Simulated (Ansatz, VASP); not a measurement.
## Al: VASP beside Ansatz

```
CELL_PARAMETERS angstrom
-1.38765 1.45529 -1.97482
-1.29978 -4.32069 -2.00504
-4.21400 -1.36738 2.07309
ATOMIC_POSITIONS crystal
Al 0.72829 0.99130 0.75525
Al 0.22346 0.99977 0.25433
Al 0.78781 0.50108 0.23910
Al 0.26044 0.50785 0.75131
```

Change from the starting cell: cell x4, atoms moved at random (sigma 0.05 Å) and cell strained at random (1.5 %), then relaxed without symmetry.

Alike in both runs: task relaxation of cell and atoms; functional PBE; k mesh 8 × 6 × 6; occupations gaussian, width 0.2 eV; no spin polarisation.

```csv
,VASP,Ansatz
version,VASP 6.6.1,Ansatz 0.2.0
potentials or method,"VASP PAW PBE potentials, release 64 (Al), cutoff 600 eV","scalar-relativistic, plane waves, PAW"
valence electrons in the cell,12,12
```

|  | VASP | Ansatz | Ansatz less VASP |
| --- | --- | --- | --- |
| gap on the k mesh at the Fermi level, each at its own relaxed structure (eV) | none | none | - |
| relaxed volume (Å³/atom) | 16.53 | 16.51 | -0.021 |
| relaxed cell length with the largest relative difference (Å) | 2.903 | 2.897 | -0.0053 |

A gap of «none» marks a metal or a gap that the smearing closes.
